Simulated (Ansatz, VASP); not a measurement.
MgO in VASP and in Ansatz

INCAR

```
ALGO = Normal ; EDIFF = 1E-7
ENCUT = 520 ; GGA = PE
ISIF = 2 ; ISMEAR = 0
LASPH = True ; LCHARG = True
LELF = True ; LREAL = False
LVHAR = True ; LWAVE = False
NBANDS = 16 ; NELM = 100
PREC = Accurate ; SIGMA = 0.05
```

The input KPOINTS:

```
k-points
0
Gamma
  9 9 6
```

POSCAR

```
MgO
1.0
    3.4157000000      0.0000000000      0.0000000000
   -1.7078500000      2.9580829717      0.0000000000
    0.0000000000      0.0000000000      4.1122000000
Mg O
2 2
Direct
    0.6666666667      0.3333333333      0.7500000000
    0.3333333333      0.6666666667      0.2500000000
    0.6666666667      0.3333333333      0.2500000000
    0.3333333333      0.6666666667      0.7500000000
```

Input for Ansatz:

```yaml
crystal:
  lattice:
    - [3.4157, 0.0, 0.0]
    - [-1.70785, 2.9580829717, 0.0]
    - [0.0, 0.0, 4.1122]
  atoms:
    - { symbol: Mg, position: [0.6666666667, 0.3333333333, 0.75] }
    - { symbol: Mg, position: [0.3333333333, 0.6666666667, 0.25] }
    - { symbol: O, position: [0.6666666667, 0.3333333333, 0.25] }
    - { symbol: O, position: [0.3333333333, 0.6666666667, 0.75] }
basis:
  ecutwfc: 520.0
kpoints:
  mp_grid: { grid: [9, 9, 6] }
hamiltonian:
  xc: pbe
  pseudopotentials: { kind: paw, azcp: { folder: soft_1 } }
scf:
  occupations: { method: gaussian, width: 0.05 }
output:
  forces: true
  stress: true
  eigenvalues: true
```

Alike in both runs: task single point; functional PBE; k mesh 9 × 9 × 6; occupations gaussian, width 0.05 eV; no spin polarisation.

|  | VASP | Ansatz |
| --- | --- | --- |
| version | VASP 6.6.1 | Ansatz 0.2.0 |
| potentials or method | VASP PAW PBE potentials, release 64 (Mg, O), cutoff 520 eV | scalar-relativistic, plane waves, PAW |
| valence electrons in the cell | 16 | 32 |

|  | VASP | Ansatz | Ansatz less VASP |
| --- | --- | --- | --- |
| gap on the k mesh at the Fermi level (eV) | 3.73 | 3.75 | +0.021 |
| least direct gap on the mesh (eV) | 3.73 | 3.75 | +0.021 |
| pressure (GPa) | 13.1 | 13.6 | +0.52 |
| traceless stress, the component that is largest in VASP (GPa) | 0.35 | 0.50 | +0.147 |

VASP's potentials hold 16 valence electrons a cell and Ansatz's 32, so a difference there can come from the potentials and not from the codes.
